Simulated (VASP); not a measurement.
AlRu, 2 atoms in the cell. Symmetry: Pm-3m, No. 221, cubic system. The conventional cell has a = 2.972 Å, b = 2.972 Å, c = 2.972 Å, α = 90.00°, β = 90.00°, γ = 90.00°. Within 3.4 Å of Al (site symmetry m-3m) lie 8 Ru at 2.57 Å and 6 Al at 2.97 Å. Ru (site symmetry m-3m) has 8 Al at 2.57 Å and 6 Ru at 2.97 Å within 3.4 Å.  This cell differs from its parent crystal: volume scaled by 0.98.

- Program: VASP 6.6.1
- Task: electric field gradients
- Functional: PBE
- Potentials or basis: VASP PAW PBE potentials, release 64 (Al, Ru_pv)
- Cutoff: 520 eV
- k mesh: 12 × 12 × 12
- Occupations: fermi-dirac, width 0.05 eV
- Spin: no spin polarisation
- Dipole correction: no
- Further INCAR settings: ALGO = Normal; EDIFF = 1e-08; NBANDS = 16

Potentials or basis: VASP PAW PBE potentials, release 64 (Al, Ru_pv).

Launch:

```bash
$ cat potpaw_PBE.64/Al/POTCAR potpaw_PBE.64/Ru_pv/POTCAR > POTCAR
$ mpirun -np 1 vasp_std > vasp.out
```

Hardware: 1 thread of Intel(R) Xeon(R) 6975P-C (Granite Rapids), on a shared host.

Task: How long does it take, and how much memory?

Result: Wall time 11 s on 1 thread of Intel(R) Xeon(R) 6975P-C (Granite Rapids) (shared host), peak memory 0.15 GiB. Counts: scf iterations 13, k points 84.
